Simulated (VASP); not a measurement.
TaBi (rocksalt type): single point with LDA

Crystal: TaBi (rocksalt type).

```xyz
2
Lattice="0.0000 2.7004 2.7004 2.7004 0.0000 2.7004 2.7004 2.7004 0.0000" Properties=species:S:1:pos:R:3 pbc="T T T"
Ta    0.0000    0.0000    0.0000
Bi    2.7004    2.7004    2.7004
```

This cell differs from its parent crystal: volume scaled by 0.85.

| Quantity | Value |
| --- | --- |
| Program | VASP 6.6.1 |
| Task | single point |
| Functional | LDA |
| Potentials or basis | VASP PAW LDA potentials, release 64 (Ta_pv, Bi_d) |
| Cutoff | 520 eV |
| k mesh | 11 × 11 × 11 |
| Occupations | fermi-dirac, width 0.08 eV |
| Spin | no spin polarisation |

The pressure is 28.2 GPa. The band gap on the k mesh is zero (band 13 reaches 10.57 eV, above the bottom of band 14 at 9.49 eV).

Levels at points of the mesh, in eV from the Fermi level:
```tsv
k point	band 10	band 11	band 12	band 13	band 14	band 15	band 16	band 17
(0.00, 0.00, 0.00)	-1.31	-1.31	-1.31	-0.18	-0.18	1.24	1.24	1.24
```

It took 15 s on 1 thread of Intel(R) Xeon(R) 6975P-C (Granite Rapids), on a shared host, peak memory 0.17 GiB.

Caveat: spin-orbit coupling is left out, which moves the levels of the heavy elements.
